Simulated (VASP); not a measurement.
Crystal: CdSe.

```
CELL_PARAMETERS angstrom
0.00000 2.94877 2.94877
2.94877 0.00000 2.94877
2.94877 2.94877 0.00000
ATOMIC_POSITIONS crystal
Cd 0.00000 0.00000 0.00000
Se 0.75000 0.75000 0.75000
```

This cell differs from its parent crystal: strain -3.9%.

Base run:

- Program: VASP 6.6.1
- Functional: HSE06
- Potentials or basis: VASP PAW PBE potentials, release 64 (Cd, Se)
- Cutoff: 400 eV
- k mesh: 6 × 6 × 6
- Occupations: gaussian, width 0.01 eV
- Spin: no spin polarisation

Its results: band gap on the k mesh 1.77 eV; pressure 8.0 GPa.

Q: The run is repeated on the same cell with these changes: functional from HSE06 to r2SCAN; cutoff from 400 eV to 550 eV; k mesh from 6 × 6 × 6 to 8 × 8 × 8. What comes out?

A: Band gap on the k mesh 1.29 eV; pressure 8.3 GPa.

Several settings changed at once.

Caveats: the cell stands under pressure; the PAW data sets were made with another functional, which shifts forces and pressure a little.

